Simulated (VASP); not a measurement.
# Be3ZnTe4 (P-43m) in VASP: single point with PBEsol

Aim: the single point of Be3ZnTe4 with PBEsol.

Program: VASP 6.6.1. These are calculated values, not measurements. Logs are shortened: lines on timing, memory, paths and dates and some standing lists are left out, and cuts for length are marked.

### Step 1. The cell of the first run

The structure is cubic, space group P-43m (No. 215). The conventional cell has a = 5.796 Å, b = 5.796 Å, c = 5.796 Å, α = 90.00°, β = 90.00°, γ = 90.00°. Be (site symmetry -42m) has 4 Te at 2.48 Å within 3.3 Å. Zn (site symmetry -43m) has 4 Te at 2.62 Å within 3.5 Å. Within 3.3 Å of Te (site symmetry 3m) lie 3 Be at 2.48 Å and 1 Zn at 2.62 Å.

### Step 2. Single point, PBEsol

POSCAR

```
Be3ZnTe4
1.0
    5.7955781000      0.0000000000      0.0000000000
    0.0000000000      5.7955781000      0.0000000000
    0.0000000000      0.0000000000      5.7955781000
Be Zn Te
3 1 4
Direct
    0.0000000000      0.5000000000      0.0000000000
    0.0000000000      0.0000000000      0.5000000000
    0.5000000000      0.0000000000      0.0000000000
    0.5000000000      0.5000000000      0.5000000000
    0.2393510000      0.7606490000      0.7606490000
    0.2393510000      0.2393510000      0.2393510000
    0.7606490000      0.7606490000      0.2393510000
    0.7606490000      0.2393510000      0.7606490000
```

INCAR.step1

```
PREC     = Accurate       # precision mode
ENCUT    = 520            # plane-wave cutoff, eV
EDIFF    = 1E-7           # SCF threshold, eV
ISMEAR   = 0              # smearing method
SIGMA    = 0.02           # smearing width, eV
LREAL    = False          # projectors in reciprocal space
LASPH    = True           # aspherical terms in the spheres
NELM     = 80             # most SCF steps
ALGO     = Normal         # electronic algorithm
ISIF     = 2              # what is computed and relaxed
LWAVE    = False          # write WAVECAR
LCHARG   = True           # write CHGCAR
GGA      = PS             # functional
NBANDS   = 31             # bands
```

KPOINTS.step1

```
Automatic mesh
0
Gamma
  6 6 6
```

INCAR.step2

```
PREC     = Accurate       # precision mode
ENCUT    = 520            # plane-wave cutoff, eV
EDIFF    = 1E-7           # SCF threshold, eV
ISMEAR   = -5             # smearing method
SIGMA    = 0.02           # smearing width, eV
LREAL    = False          # projectors in reciprocal space
LASPH    = True           # aspherical terms in the spheres
NELM     = 80             # most SCF steps
ALGO     = Normal         # electronic algorithm
ISIF     = 2              # what is computed and relaxed
LWAVE    = False          # write WAVECAR
LCHARG   = False          # write CHGCAR
GGA      = PS             # functional
LORBIT   = 11             # projections on sites
NBANDS   = 31             # bands
NEDOS    = 1001           # points of the DOS
ICHARG   = 11             # starting density
```

KPOINTS.step2

```
Automatic mesh
0
Gamma
  9 9 9
```

Potentials or basis: VASP PAW PBE potentials, release 64 (Be, Zn, Te).

On the command line:

```console
$ cat potpaw_PBE.64/Be/POTCAR potpaw_PBE.64/Zn/POTCAR potpaw_PBE.64/Te/POTCAR > POTCAR
$ cp INCAR.step1 INCAR
$ cp KPOINTS.step1 KPOINTS
$ mpirun -np 1 vasp_std > vasp.out
$ cp INCAR.step2 INCAR
$ cp KPOINTS.step2 KPOINTS
$ mpirun -np 1 vasp_std > vasp.out
```

OUTCAR:

```text
PREC = Accurate
   ENCUT = 520
   EDIFF = 1E-7
   ISMEAR = -5
   LREAL = False
   LASPH = True
   NELM = 80
   ISIF = 2
   GGA = PS
   LORBIT = 11
   ICHARG = 11

 ion  position               nearest neighbor table
   1  0.000  0.500  0.000-   5 2.48   6 2.48   7 2.48   8 2.48
   2  0.000  0.000  0.500-   5 2.48   6 2.48   7 2.48   8 2.48
   3  0.500  0.000  0.000-   5 2.48   6 2.48   7 2.48   8 2.48
   4  0.500  0.500  0.500-   5 2.62   6 2.62   7 2.62   8 2.62
   5  0.239  0.761  0.761-   1 2.48   2 2.48   3 2.48   4 2.62
   6  0.239  0.239  0.239-   1 2.48   2 2.48   3 2.48   4 2.62
   7  0.761  0.761  0.239-   1 2.48   2 2.48   3 2.48   4 2.62
   8  0.761  0.239  0.761-   1 2.48   2 2.48   3 2.48   4 2.62

  LATTYP: Found a simple cubic cell.
 ALAT       =     5.7955781000

  Lattice vectors:

 A1 = (   5.7955781000,   0.0000000000,   0.0000000000)
 A2 = (   0.0000000000,   5.7955781000,   0.0000000000)
 A3 = (   0.0000000000,   0.0000000000,   5.7955781000)

Analysis of symmetry for initial positions (statically):
=====================================================================
 Subroutine PRICEL returns:
 Original cell was already a primitive cell.

 Routine SETGRP: Setting up the symmetry group for a
 simple cubic supercell.

 Subroutine GETGRP returns: Found 24 space group operations
 (whereof 24 operations were pure point group operations)
 out of a pool of 48 trial point group operations.

The static configuration has the point symmetry T_d .

Analysis of symmetry for dynamics (positions and initial velocities):
=====================================================================
 Subroutine PRICEL returns:
 Original cell was already a primitive cell.

 Routine SETGRP: Setting up the symmetry group for a
 simple cubic supercell.

 Subroutine GETGRP returns: Found 24 space group operations
 (whereof 24 operations were pure point group operations)
 out of a pool of 48 trial point group operations.

The dynamic configuration has the point symmetry T_d .

 Subroutine INISYM returns: Found 24 space group operations
 (whereof 24 operations are pure point group operations),
 and found     1 'primitive' translations

----------------------------------------------------------------------------------------

                                     Primitive cell

  volume of cell :     194.6661

  direct lattice vectors                    reciprocal lattice vectors
     5.795578100  0.000000000  0.000000000     0.172545341  0.000000000  0.000000000
     0.000000000  5.795578100  0.000000000     0.000000000  0.172545341  0.000000000
     0.000000000  0.000000000  5.795578100     0.000000000  0.000000000  0.172545341

  length of vectors
     5.795578100  5.795578100  5.795578100     0.172545341  0.172545341  0.172545341

  position of ions in fractional coordinates (direct lattice)
     0.000000000  0.500000000  0.000000000
     0.000000000  0.000000000  0.500000000
     0.500000000  0.000000000  0.000000000
     0.500000000  0.500000000  0.500000000
     0.239351000  0.760649000  0.760649000
     0.239351000  0.239351000  0.239351000
     0.760649000  0.760649000  0.239351000
     0.760649000  0.239351000  0.760649000

  ion indices of the primitive-cell ions
   primitive index   ion index
                 1           1
                 2           2
                 3           3
                 4           4
                 5           5
                 6           6
                 7           7
                 8           8

----------------------------------------------------------------------------------------

 KPOINTS: Automatic mesh

Automatic generation of k-mesh.
 Grid dimensions read from file:
 generate k-points for:    9    9    9

 Generating k-lattice:

  Cartesian coordinates                     Fractional coordinates (reciprocal lattice)
     0.019171705  0.000000000  0.000000000     0.111111111  0.000000000  0.000000000
     0.000000000  0.019171705  0.000000000     0.000000000  0.111111111  0.000000000
     0.000000000  0.000000000  0.019171705     0.000000000  0.000000000  0.111111111

  Length of vectors
     0.019171705  0.019171705  0.019171705

  Shift w.r.t. Gamma in fractional coordinates (k-lattice)
     0.000000000  0.000000000  0.000000000

 TETIRR: Found    353 inequivalent tetrahedra from     4374

 Subroutine IBZKPT returns following result:
 ===========================================

 Found     35 irreducible k-points:

 Following reciprocal coordinates:
            Coordinates               Weight
  0.000000  0.000000  0.000000      1.000000
  0.111111  0.000000  0.000000      6.000000
  0.222222  0.000000  0.000000      6.000000
  0.333333  0.000000  0.000000      6.000000
  0.444444  0.000000  0.000000      6.000000
  0.111111  0.111111  0.000000     12.000000
[... 16 lines left out ...]
  0.333333  0.333333  0.111111     24.000000
  0.444444  0.333333  0.111111     48.000000
 [... further k-points ...]
   k-points           NKPTS =     35   k-points in BZ     NKDIM =     35   number of bands    NBANDS=     31
   number of dos      NEDOS =   1001   number of ions     NIONS =      8
   total plane-waves  NPLWV = 110592
   dimension x,y,z NGX =    48 NGY =   48 NGZ =   48
   dimension x,y,z NGXF=    96 NGYF=   96 NGZF=   96
   ions per type =               3   1   4
   NGX,Y,Z   is equivalent  to a cutoff of  13.77, 13.77, 13.77 a.u.
   NGXF,Y,Z  is equivalent  to a cutoff of  27.54, 27.54, 27.54 a.u.
 SYSTEM =  unknown system
   PREC   = accura    normal or accurate (medium, high low for compatibility)
   ISTART =      0    job   : 0-new  1-cont  2-samecut
   ICHARG =     11    charge: 1-file 2-atom 10-const
   ISPIN  =      1    spin polarized calculation?
   LNONCOLLINEAR =      F non collinear calculations
   LSORBIT =      F    spin-orbit coupling
   LASPH  =      T    aspherical Exc in radial PAW
   ENCUT  =  520.0 eV  38.22 Ry    6.18 a.u.  10.78 10.78 10.78*2*pi/ulx,y,z
   NELM   =     80;   NELMIN=  2; NELMDL=  0     # of ELM steps
   EDIFF  = 0.1E-06   stopping-criterion for ELM
   LREAL  =      F    real-space projection
   EDIFFG = 0.1E-05   stopping-criterion for IOM
   NSW    =      0    number of steps for IOM
   IBRION =     -1    ionic relax: 0-MD 1-quasi-New 2-CG
   NFREE  =      0    steps in history (QN), initial steepest desc. (CG)
   ISIF   =      2    stress and relaxation
   ISYM   =      2    0-nonsym 1-usesym 2-fastsym
   POTIM  = 0.5000    time-step for ionic-motion
   TEBEG  =    0.0;   TEEND  =   0.0 temperature during run
   PSTRESS=    0.0 pullay stress
   NELECT =      42.0000    total number of electrons
   NUPDOWN=      -1.0000    fix difference up-down
   EMIN   =  10.00;   EMAX   =-10.00  energy-range for DOS
   EFERMI =   0.00;   METHOD = LEGACY
   ISMEAR =    -5;   SIGMA  =   0.02  broadening in eV -4-tet -1-fermi 0-gaus
   EFERMI_NEDOS =   21; number of points for ismear=-14 and -15
   IALGO  =     38    algorithm
   IMIX   =      4    mixing-type and parameters
     AMIX     =   0.40;   BMIX     =  1.00
     AMIX_MAG =   1.60;   BMIX_MAG =  1.00
  volume/ion in A,a.u.               =      24.33       164.21
  Fermi-wavevector in a.u.,A,eV,Ry     =   0.981886  1.855496 13.117384  0.964101
  Thomas-Fermi vector in A             =   2.112927
   LORBIT       =     11    0 simple, 1 ext, 2 COOP (PROOUT), +10 PAW based schemes
   GGA     = PS    functional components
   LHFCALC =     F    Hartree Fock is set to
   AEXX    =    0.0000 exact exchange contribution
   IVDW    =     0    specifies the selected vdW correction
   LEPSILON=     F    determine dielectric tensor
   LRPA    =     F    only Hartree local field effects (RPA)
 non-spin polarized calculation
 Fermi weights with tetrahedron method with Bloechl corrections
  energy-cutoff  :      520.00
  volume of cell :      194.67
 maximum number of plane-waves:      5262
 NGX is ok and might be reduce to    48

 number of electron      41.9999993 magnetization

 Free energy of the ion-electron system (eV)
  ---------------------------------------------------
  ext. energy  EPLUGINS =         0.00000000
  ---------------------------------------------------
  free energy    TOTEN  =       -30.39476060 eV

  energy without entropy =      -30.39476060  energy(sigma->0) =      -30.39476060

 E-fermi :   4.2502     XC(G=0):  -9.1092

 val. band max:        4.2350421322   @ k =   0.0000   0.0000   0.0000
 cond. band min:       6.0366654663   @ k =   0.0000   0.0000   0.0000
 fundamental gap:      1.8016233342
 Fermi energy:         4.2502200997

 k-point     1 :       0.0000    0.0000    0.0000
  band No.  band energies     occupation
      1      -7.8320      2.00000
      2      -6.2419      2.00000
      3      -6.2419      2.00000
      4      -6.2419      2.00000
      5      -2.4552      2.00000
      6      -2.4552      2.00000
[... 23 lines left out ...]
     30       8.0830      0.00000
     31       8.0830      0.00000

 k-point     2 :       0.1111    0.0000    0.0000
  band No.  band energies     occupation
      1      -7.7968      2.00000
      2      -6.3102      2.00000
      3      -6.2395      2.00000
      4      -6.2395      2.00000
      5      -2.4669      2.00000
      6      -2.4527      2.00000
[... 23 lines left out ...]
     30       8.2798      0.00000
     31       8.2798      0.00000

 k-point     3 :       0.2222    0.0000    0.0000
  band No.  band energies     occupation
      1      -7.6930      2.00000
      2      -6.4942      2.00000
      3      -6.2334      2.00000
      4      -6.2334      2.00000
      5      -2.4949      2.00000
      6      -2.4462      2.00000
[... 23 lines left out ...]
     30       8.7914      0.00000
     31       8.7914      0.00000

 k-point     4 :       0.3333    0.0000    0.0000
  band No.  band energies     occupation
      1      -7.5268      2.00000
      2      -6.7463      2.00000
      3      -6.2263      2.00000
      4      -6.2263      2.00000
      5      -2.5197      2.00000
      6      -2.4390      2.00000
[... 635 lines left out ...]
     30       9.6271      0.00000
     31       9.7956      0.00000

 k-point    23 :       0.3333    0.3333    0.1111
  band No.  band energies     occupation
      1      -7.2341      2.00000
      2      -6.6150      2.00000
      3      -6.5893      2.00000
      4      -6.3675      2.00000
      5      -2.5052      2.00000
      6      -2.4769      2.00000
[... 23 lines left out ...]
     30       9.4909      0.00000
     31       9.7059      0.00000

 k-point    24 :       0.4444    0.3333    0.1111
  band No.  band energies     occupation
      1      -7.0604      2.00000
      2      -6.8053      2.00000
      3      -6.5264      2.00000
      4      -6.4322      2.00000
      5      -2.5090      2.00000
      6      -2.4720      2.00000
[... 23 lines left out ...]
     30       9.6220      0.00000
     31       9.8434      0.00000

 [... further k-points ...]

------------------------ aborting loop because EDIFF is reached ----------------------------------------

  FORCE on cell =-STRESS in cart. coord.  units (eV):
  Direction    XX          YY          ZZ          XY          YZ          ZX
  --------------------------------------------------------------------------------------
  -------------------------------------------------------------------------------------
  Total       -2.2348531     -2.2348531     -2.2348531      0.0000000      0.0000000      0.0000000
  in kB      -18.3937076    -18.3937076    -18.3937076      0.0000000      0.0000000      0.0000000
  external PRESSURE =     -18.3937076 kB  Pullay stress =       0.0000000 kB

 VOLUME and BASIS-vectors are now :
 -----------------------------------------------------------------------------
  energy-cutoff  :      520.00
  volume of cell :      194.67
      direct lattice vectors                 reciprocal lattice vectors
     5.795578100  0.000000000  0.000000000     0.172545341  0.000000000  0.000000000
     0.000000000  5.795578100  0.000000000     0.000000000  0.172545341  0.000000000
     0.000000000  0.000000000  5.795578100     0.000000000  0.000000000  0.172545341

 POSITION                                       TOTAL-FORCE (eV/Angst)
 -----------------------------------------------------------------------------------
      0.00000      2.89779      0.00000         0.000000      0.000000     -0.000000
      0.00000      0.00000      2.89779        -0.000000      0.000000     -0.000000
      2.89779      0.00000      0.00000         0.000000      0.000000     -0.000000
      2.89779      2.89779      2.89779         0.000000      0.000000     -0.000000
      1.38718      4.40840      4.40840         0.051092     -0.051092     -0.051092
      1.38718      1.38718      1.38718         0.051092      0.051092      0.051092
      4.40840      4.40840      1.38718        -0.051092     -0.051092      0.051092
      4.40840      1.38718      4.40840        -0.051092      0.051092     -0.051092
 -----------------------------------------------------------------------------------
    total drift:                                0.000000      0.000000     -0.000000

  FREE ENERGIE OF THE ION-ELECTRON SYSTEM (eV)
  ---------------------------------------------------
  free  energy   TOTEN  =       -30.3947605971 eV

  energy  without entropy=      -30.3947605971  energy(sigma->0) =      -30.39476060

 total charge

# of ion       s       p       d       tot
------------------------------------------
    1        0.361   0.529   0.000   0.890
    2        0.361   0.529   0.000   0.890
    3        0.361   0.529   0.000   0.890
    4        0.568   0.466   9.756  10.790
    5        1.337   2.104   0.030   3.471
    6        1.337   2.104   0.030   3.471
    7        1.337   2.104   0.030   3.471
    8        1.337   2.104   0.030   3.471
--------------------------------------------------
tot          7.000  10.466   9.877  27.343
```

Wall time 2.3 min (1 thread of Intel Xeon 6975P-C (Granite Rapids), shared host); peak memory 0.42 GiB.

Results:

```yaml
Valence_electrons_inside_the_program's_atomic_spheres: Be 0.89; Zn 10.79; Te 3.47
```

Levels at points of the mesh, in eV from the valence-band top:
```csv
k point,band 17,band 18,band 19,band 20,band 21,band 22,band 23,band 24,band 25,band 26
"(0.00, 0.00, 0.00)",-2.42,-2.42,0.00,0.00,0.00,1.80,2.00,2.00,2.00,2.83
```

Caveat: the PAW data sets were made with another functional, which shifts forces and pressure a little; spin-orbit coupling is left out, which moves the levels of the heavy elements.
